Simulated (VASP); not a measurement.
**Zr: single point with PBE**

Zr:

```
Zr
1.0
     3.12220    0.00000    0.00000
    -1.56110    2.70391    0.00000
     0.00000    0.00000    5.05392
Zr
2
Direct
  0.66667 0.33333 0.75000
  0.33333 0.66667 0.25000
```

| Quantity | Value |
| --- | --- |
| Program | VASP 6.6.1 |
| Task | single point |
| Functional | PBE |
| Potentials or basis | VASP PAW PBE potentials, release 64 (Zr_sv) |
| Cutoff | 520 eV |
| k mesh | 9 × 9 × 5 |
| Occupations | fermi-dirac, width 0.05 eV |
| Spin | no spin polarisation |
| Dipole correction | no |
| Further INCAR settings | ALGO = Normal; EDIFF = 1e-06; NBANDS = 19 |

| Item | Value |
| --- | --- |
| Pressure | 10.0 GPa |
| Band gap on the k mesh | zero (bands 12 and 13 overlap by 1.13 eV) |

Levels at points of the mesh, in eV from the Fermi level:
```tsv
k point	band 8	band 9	band 10	band 11	band 12	band 13	band 14	band 15	band 16	band 17
(0.00, 0.00, 0.00)	-26.04	-5.79	-3.27	0.90	0.90	0.90	1.41	1.64	1.64	2.43
```

Run time: 12 s on 1 thread of Intel(R) Xeon(R) 6975P-C (Granite Rapids), with other jobs on the host, peak memory 0.16 GiB.

Caveat: the cell stands under pressure.
